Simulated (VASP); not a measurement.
# Li2S (Fm-3m) in VASP: a series of runs, part 2 of 2

VASP 6.6.1. Earlier steps stand in the parts before.

**4. Single point, r2SCAN+D4**

This run uses another cell than the first one, of 15.20 Å³/atom.

Input file POSCAR:

```
Li2S
1.0
    0.0000000000      2.8354082881      2.8354082881
    2.8354082881      0.0000000000      2.8354082881
    2.8354082881      2.8354082881      0.0000000000
Li S
2 1
Direct
    0.2500000000      0.2500000000      0.2500000000
    0.7500000000      0.7500000000      0.7500000000
    0.0000000000      0.0000000000      0.0000000000
```

Input file INCAR.step1:

```
ALGO = Normal
EDIFF = 1E-5
ENCUT = 830
GGA = PE
GGA_COMPAT = F
ISMEAR = 0
LASPH = T
LCHARG = F
LREAL = F
LWAVE = T
NBANDS = 13
NELM = 120
PREC = Accurate
SIGMA = 0.01
```

Input file INCAR.step2:

```
ALGO = Normal
EDIFF = 1E-6
ENCUT = 830
GGA_COMPAT = F
ISIF = 2
ISMEAR = 0
ISTART = 1
IVDW = 13
LASPH = T
LCHARG = F
LMIXTAU = T
LREAL = F
LWAVE = F
METAGGA = R2SCAN
NBANDS = 13
NELM = 120
PREC = Accurate
SIGMA = 0.01
VDW_A1 = 0.51559235
VDW_A2 = 5.77342911
VDW_S6 = 1.0
VDW_S8 = 0.6018749
```

Input file KPOINTS:

```
k-points
0
Gamma
  6 6 6
```

Potentials or basis: VASP PAW PBE potentials, release 64 (Li_sv, S).

Command:

```bash
> cat potpaw_PBE.64/Li_sv/POTCAR potpaw_PBE.64/S/POTCAR > POTCAR
> cp INCAR.step1 INCAR
> mpirun -np 1 vasp_std > vasp.out
> cp INCAR.step2 INCAR
> mpirun -np 1 vasp_std > vasp.out
```

OUTCAR:

```text
EDIFF = 1E-6
   ENCUT = 830
   ISIF = 2
   ISMEAR = 0
   ISTART = 1
   IVDW = 13
   LASPH = T
   LREAL = F
   METAGGA = R2SCAN
   NELM = 120
   PREC = Accurate

 ion  position               nearest neighbor table
   1  0.250  0.250  0.250-   3 2.46   3 2.46   3 2.46   3 2.46
   2  0.750  0.750  0.750-   3 2.46   3 2.46   3 2.46   3 2.46
   3  0.000  0.000  0.000-   2 2.46   2 2.46   2 2.46   1 2.46   2 2.46   1 2.46   1 2.46   1 2.46

  LATTYP: Found a face centered cubic cell.
 ALAT       =     5.6708165762

  Lattice vectors:
[... 437 lines left out ...]

  DFT-D4 for vdW energy calculation

  Edisp (eV):   -0.13267

  FORCE on cell =-STRESS in cart. coord.  units (eV):
  Direction    XX          YY          ZZ          XY          YZ          ZX
  --------------------------------------------------------------------------------------
  -------------------------------------------------------------------------------------
  Total      -0.06319    -0.06319    -0.06319     0.00000    -0.00000     0.00000
  in kB      -2.22052    -2.22052    -2.22052     0.00000    -0.00000     0.00000
  external pressure =       -2.22 kB  Pullay stress =        0.00 kB

 VOLUME and BASIS-vectors are now :
 -----------------------------------------------------------------------------
  energy-cutoff  :      830.00
  volume of cell :       45.59
      direct lattice vectors                 reciprocal lattice vectors
     0.000000000  2.835408288  2.835408288    -0.176341447  0.176341447  0.176341447
     2.835408288  0.000000000  2.835408288     0.176341447 -0.176341447  0.176341447
     2.835408288  2.835408288  0.000000000     0.176341447  0.176341447 -0.176341447

 POSITION                                       TOTAL-FORCE (eV/Angst)
 -----------------------------------------------------------------------------------
      1.41770      1.41770      1.41770         0.000000      0.000000      0.000000
      4.25311      4.25311      4.25311        -0.000000     -0.000000     -0.000000
      0.00000      0.00000      0.00000         0.000000      0.000000      0.000000
 -----------------------------------------------------------------------------------
    total drift:                                0.000000     -0.000000      0.000000

  FREE ENERGIE OF THE ION-ELECTRON SYSTEM (eV)
  ---------------------------------------------------
  free  energy   TOTEN  =       -17.5164108489 eV

  energy  without entropy=      -17.5164108489  energy(sigma->0) =      -17.51641085
```

OUTCAR.step1:

```text
EDIFF = 1E-5
   ENCUT = 830
   GGA = PE
   ISMEAR = 0
[... 471 lines left out ...]
      1.41770      1.41770      1.41770        -0.000000     -0.000000      0.000000
      4.25311      4.25311      4.25311         0.000000      0.000000     -0.000000
      0.00000      0.00000      0.00000         0.000000     -0.000000     -0.000000
 -----------------------------------------------------------------------------------
    total drift:                                0.000000     -0.000000      0.000000

  FREE ENERGIE OF THE ION-ELECTRON SYSTEM (eV)
  ---------------------------------------------------
  free  energy   TOTEN  =       -11.9930733376 eV

  energy  without entropy=      -11.9930733376  energy(sigma->0) =      -11.99307334
```

OSZICAR.step1:

```text
N       E                     dE             d eps       ncg     rms          rms(c)
DAV:   1     0.613773528657E+02    0.61377E+02   -0.68537E+03   416   0.124E+03
DAV:   2    -0.446620543624E+01   -0.65844E+02   -0.63123E+02   489   0.246E+02
DAV:   3    -0.120724676166E+02   -0.76063E+01   -0.75534E+01   770   0.550E+01
DAV:   4    -0.122876982796E+02   -0.21523E+00   -0.21513E+00   560   0.117E+01
DAV:   5    -0.122940752796E+02   -0.63770E-02   -0.63767E-02   653   0.158E+00    0.391E+00
DAV:   6    -0.119982929263E+02    0.29578E+00   -0.49875E-01   515   0.283E+00    0.294E+00
DAV:   7    -0.119824425787E+02    0.15850E-01   -0.13426E-01   582   0.165E+00    0.179E+00
DAV:   8    -0.119933206127E+02   -0.10878E-01   -0.27103E-02   529   0.927E-01    0.715E-01
DAV:   9    -0.119929209379E+02    0.39967E-03   -0.90356E-04   558   0.180E-01    0.481E-01
DAV:  10    -0.119931040450E+02   -0.18311E-03   -0.15809E-03   471   0.193E-01    0.274E-01
DAV:  11    -0.119930719808E+02    0.32064E-04   -0.95192E-05   575   0.621E-02    0.110E-01
DAV:  12    -0.119930733376E+02   -0.13568E-05   -0.22001E-06   314   0.118E-02
   1 F= -.11993073E+02 E0= -.11993073E+02  d E =-.420772E-71
```

Wall time 2.7 min (1 thread of Intel Xeon 8259CL, shared host); peak memory 0.26 GiB.

What came out:

```yaml
Free_energy: -17.5164 eV
Pressure: -0.2 GPa
Band_gap_on_the_k_mesh: 3.85 eV (least direct gap 5.11 eV)
Dispersion_energy_per_atom: -0.044 eV
```

Levels at points of the mesh, in eV from the valence-band top:
| k point | band 4 | band 5 | band 6 | band 7 | band 8 | band 9 |
| --- | --- | --- | --- | --- | --- | --- |
| (0.00, 0.00, 0.00) | 0.00 | 0.00 | 0.00 | 5.11 | 6.91 | 6.91 |
| (0.50, 0.00, 0.00) | -2.92 | -0.52 | -0.52 | 7.03 | 7.20 | 7.20 |
| (0.50, 0.50, 0.00) | -2.18 | -1.46 | -1.46 | 3.85 | 7.93 | 12.25 |

Caveat: the PAW data sets were made with another functional, which shifts forces and pressure a little. r2SCAN opens gaps a little over a GGA but as a rule still falls short of measured ones.

**5. Relaxation of cell and atoms, LDA**

This run uses another cell than the first one, of 15.34 Å³/atom.

Input file INCAR:

```
PREC     = Accurate       # precision mode
ENCUT    = 750            # plane-wave cutoff, eV
EDIFF    = 1E-7           # SCF threshold, eV
ISMEAR   = 0              # smearing method
SIGMA    = 0.01           # smearing width, eV
LREAL    = False          # projectors in reciprocal space
LASPH    = True           # aspherical terms in the spheres
NELM     = 120            # most SCF steps
ALGO     = Normal         # electronic algorithm
ISIF     = 3              # what is computed and relaxed
LWAVE    = False          # write WAVECAR
LCHARG   = False          # write CHGCAR
IBRION   = 2              # ionic algorithm
NSW      = 80             # ionic steps
EDIFFG   = -0.02          # ionic threshold
GGA_COMPAT= False        
NELMIN   = 4
```

Input file KPOINTS:

```
regular mesh
0
Gamma
  6 6 6
```

Input file POSCAR:

```
Li2S
1.0
    0.0000000000      2.8445000000      2.8445000000
    2.8445000000      0.0000000000      2.8445000000
    2.8445000000      2.8445000000      0.0000000000
Li S
2 1
Direct
    0.2500000000      0.2500000000      0.2500000000
    0.7500000000      0.7500000000      0.7500000000
    0.0000000000      0.0000000000      0.0000000000
```

Potentials or basis: VASP PAW LDA potentials, release 64 (Li_sv, S).

Command:

```bash
> cat potpaw_LDA.64/Li_sv/POTCAR potpaw_LDA.64/S/POTCAR > POTCAR
> mpirun -np 1 vasp_std > vasp.out
```

OUTCAR:

```text
PREC = Accurate
   ENCUT = 750
   EDIFF = 1E-7
   ISMEAR = 0
   LREAL = False
   LASPH = True
   NELM = 120
   ISIF = 3
   IBRION = 2
   NSW = 80
   EDIFFG = -0.02
   NELMIN = 4

 ion  position               nearest neighbor table
   1  0.250  0.250  0.250-   3 2.46   3 2.46   3 2.46   3 2.46
   2  0.750  0.750  0.750-   3 2.46   3 2.46   3 2.46   3 2.46
   3  0.000  0.000  0.000-   2 2.46   2 2.46   2 2.46   1 2.46   2 2.46   1 2.46   1 2.46   1 2.46

  LATTYP: Found a face centered cubic cell.
 ALAT       =     5.6890000000

  Lattice vectors:

 A1 = (   0.0000000000,   2.8445000000,   2.8445000000)
 A2 = (   2.8445000000,   0.0000000000,   2.8445000000)
 A3 = (   2.8445000000,   2.8445000000,   0.0000000000)

Analysis of symmetry for initial positions (statically):
=====================================================================
 Subroutine PRICEL returns:
 Original cell was already a primitive cell.

 Routine SETGRP: Setting up the symmetry group for a
 face centered cubic supercell.

 Subroutine GETGRP returns: Found 48 space group operations
 (whereof 48 operations were pure point group operations)
 out of a pool of 48 trial point group operations.

[... 147 lines left out ...]

 number of electron      11.9999998 magnetization

 Free energy of the ion-electron system (eV)
  ---------------------------------------------------
  ext. energy  EPLUGINS =         0.00000000
  ---------------------------------------------------
  free energy    TOTEN  =       -12.98860050 eV

  energy without entropy =      -12.98860050  energy(sigma->0) =      -12.98860050

------------------------ aborting loop because EDIFF is reached ----------------------------------------

  FORCE on cell =-STRESS in cart. coord.  units (eV):
  Direction    XX          YY          ZZ          XY          YZ          ZX
  --------------------------------------------------------------------------------------
  -------------------------------------------------------------------------------------
  Total       -0.7844764     -0.7844764     -0.7844764      0.0000000      0.0000000     -0.0000000
  in kB      -27.3050283    -27.3050283    -27.3050283      0.0000000      0.0000000     -0.0000000
  external PRESSURE =     -27.3050283 kB  Pullay stress =       0.0000000 kB
[... 61 lines left out ...]
--------------------------------------- Ionic step        3  -------------------------------------------

 number of electron      11.9999997 magnetization

 Free energy of the ion-electron system (eV)
  ---------------------------------------------------
  ext. energy  EPLUGINS =         0.00000000
  ---------------------------------------------------
  free energy    TOTEN  =       -13.01524910 eV

  energy without entropy =      -13.01524910  energy(sigma->0) =      -13.01524910

 E-fermi :   1.9717     XC(G=0):  -9.0893

 val. band max:        1.8364816153   @ k =   0.0000   0.0000   0.0000
 cond. band min:       4.9525950967   @ k =   0.5000   0.5000   0.0000
 fundamental gap:      3.1161134814
 Fermi energy:         1.9717060604

 k-point     1 :       0.0000    0.0000    0.0000
  band No.  band energies     occupation
      1     -41.2482      2.00000
      2     -41.1850      2.00000
      3      -9.3295      2.00000
      4       1.8365      2.00000
      5       1.8365      2.00000
      6       1.8365      2.00000
      7       6.2645      0.00000
      8       7.8722      0.00000
      9       7.8722      0.00000
     10       7.8722      0.00000
[... 223 lines left out ...]
  FREE ENERGIE OF THE ION-ELECTRON SYSTEM (eV)
  ---------------------------------------------------
  free  energy   TOTEN  =       -13.0152490951 eV

  energy  without entropy=      -13.0152490951  energy(sigma->0) =      -13.01524910

 reached required accuracy - stopping structural energy minimisation
```

CONTCAR:

```text
Li2S
   1.00000000000000
     0.0000000000000000    2.7835207732611362    2.7835207732611362
     2.7835207732611367    0.0000000000000000    2.7835207732611362
     2.7835207732611367    2.7835207732611362   -0.0000000000000000
  Li              S
     2     1
Direct
     0.2500000000000000    0.2500000000000000    0.2500000000000000
     0.7500000000000000    0.7500000000000000    0.7500000000000000
     0.0000000000000000    0.0000000000000000    0.0000000000000000

  0.00000000E+00  0.00000000E+00  0.00000000E+00
  0.00000000E+00  0.00000000E+00  0.00000000E+00
  0.00000000E+00  0.00000000E+00  0.00000000E+00
```

Wall time 35 s (1 thread of Intel Xeon 8259CL, shared host); peak memory 0.18 GiB.

Results:

* Free energy: -13.0152 eV
* Relaxed volume: 14.38 Å³/atom
* Relaxed cell: a = 3.936 Å, b = 3.936 Å, c = 3.936 Å, α = 60.00°, β = 60.00°, γ = 60.00°
* Space group after relaxing (to 0.1 Å): Fm-3m (No. 225)
* Energy gained by relaxing: 8.9 meV/atom
* Ionic steps: 3
* Pressure after relaxing: -0.1 GPa
* Band gap on the k mesh: 3.12 eV (least direct gap 4.43 eV)

Step by step:
| step | energy change (eV) | largest force (eV/Å) | pressure (GPa) | volume (Å³) |
| --- | --- | --- | --- | --- |
| 1 | 0.0000 | 0.0000 | -2.73 | 46.03 |
| 2 | -0.0217 | 0.0000 | -1.26 | 44.31 |
| 3 | -0.0266 | 0.0000 | -0.07 | 43.13 |

Final structure:
```yaml
crystal:
  lattice:
    - [0.00000, 2.78352, 2.78352]
    - [2.78352, 0.00000, 2.78352]
    - [2.78352, 2.78352, 0.00000]
  atoms:
    - { symbol: Li, position: [0.25000, 0.25000, 0.25000] }
    - { symbol: Li, position: [0.75000, 0.75000, 0.75000] }
    - { symbol: S, position: [0.00000, 0.00000, 0.00000] }
```

A k mesh can miss the band edges. LDA usually gives volumes a few per cent too small.

**6. Summary**

```csv
task,level,potentials or basis,cell,cutoff (eV),gap on the mesh (eV),pressure (GPa)
single point,LDA,"VASP PAW LDA potentials, release 64 (Li_sv, S)","a = 3.936 Å, angles 60.0°, 3 atoms",750,3.12,-0.1
single point,RPBE,"VASP PAW PBE potentials, release 64 (Li_sv, S)","a = 4.088 Å, angles 60.0°, 3 atoms",750,3.57,-0.2
single point,r2SCAN+D4,"VASP PAW PBE potentials, release 64 (Li_sv, S)","a = 4.010 Å, angles 60.0°, 3 atoms",830,3.85,-0.2
relaxation of cell and atoms,LDA,"VASP PAW LDA potentials, release 64 (Li_sv, S)","relaxed from a = 4.023 Å, angles 60.0°, 3 atoms",750,3.12,-0.1
```

Alike in all rows: no spin polarisation; k mesh 6 × 6 × 6; smearing gaussian 0.01 eV.

Caveats: the PAW data sets were made with another functional, which shifts forces and pressure a little (at least some runs).

Absolute energies hang on the potentials; compare differences alone.
